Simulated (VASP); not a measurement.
Input of a VASP 6.6.1 run:

The input INCAR:

```
SYSTEM = H
  ALGO = Normal
  EDIFF = 1E-6
  ENCUT = 520
  GGA = PE
  ISIF = 2
  ISMEAR = 0
  LASPH = .True.
  LCHARG = .False.
  LREAL = .False.
  LWAVE = .False.
  NBANDS = 10
  NELM = 100
  PREC = Accurate
  SIGMA = 0.02
```

Contents of KPOINTS:

```
k-points
0
Gamma
  4 4 4
  0 0 0
```

Contents of POSCAR:

```
H
1.0
    2.6106004258     -2.5489972608      0.0171045564
    2.5611606291      2.4984677729      0.0231136646
    0.0317472335      0.0048479850      4.1122446782
H
4
Direct
    0.9670020716      0.0132667702      0.0564372334
    0.4541963689      0.5721292699      0.4012082280
    0.5369673576      0.4431455253      0.4925972676
    0.0792056082      0.9373123850      0.9117002412
```

Potentials or basis: VASP PAW PBE potentials, release 64 (H).

Command:

```console
$ cat potpaw_PBE.64/H/POTCAR > POTCAR
$ mpirun -np 1 vasp_std > vasp.out
```

Question: Estimate the pressure.

Answer: 2.3 GPa.

Question: Predict the largest force.

Answer: 4.210 eV/Å.

Stress tensor (GPa, compression positive):
```
 0.20  1.22 -0.67
 1.22  4.83 -4.45
-0.67 -4.45  1.86
```

Caveat: the k points lie up to 0.44 Å⁻¹ apart; forces of over 1 eV/Å act on the atoms, so gaps and moduli don't describe the material at rest.
